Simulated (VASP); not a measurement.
# Ag: single point with PBE

Crystal: Ag.

```
CELL_PARAMETERS angstrom
0.00000 1.96138 1.96138
1.96138 0.00000 1.96138
1.96138 1.96138 0.00000
ATOMIC_POSITIONS crystal
Ag 0.00000 0.00000 0.00000
```

This cell differs from its parent crystal: strain -0.040 along x and y, -0.040 along z.

```
Program                : VASP 6.6.1
Task                   : single point
Functional             : PBE
Potentials or basis    : VASP PAW PBE potentials, release 64 (Ag)
Cutoff                 : 520 eV
k mesh                 : 20 × 20 × 20
Occupations            : gaussian, width 0.15 eV
Spin                   : no spin polarisation
Dipole correction      : no
Further INCAR settings : ALGO = Normal; EDIFF = 1e-07; NBANDS = 12
```

* Pressure: 24.4 GPa

Levels at points of the mesh, in eV from the Fermi level:
| k point | band 4 | band 5 | band 6 | band 7 | band 8 | band 9 |
| --- | --- | --- | --- | --- | --- | --- |
| (0.00, 0.00, 0.00) | -5.33 | -4.04 | -4.04 | 16.20 | 20.51 | 20.51 |
| (0.50, 0.00, 0.00) | -3.06 | -3.06 | -0.78 | 4.31 | 15.45 | 19.11 |
| (0.50, 0.50, 0.00) | -2.80 | -2.80 | 1.46 | 7.73 | 11.26 | 11.26 |

Run time: 32 s on 1 thread of Intel(R) Xeon(R) Platinum 8375C CPU @ 2.90GHz (Ice Lake) (shared host), peak memory 0.17 GiB.

Caveat: the cell differs from its parent crystal (strain -0.040 along x and y, -0.040 along z).
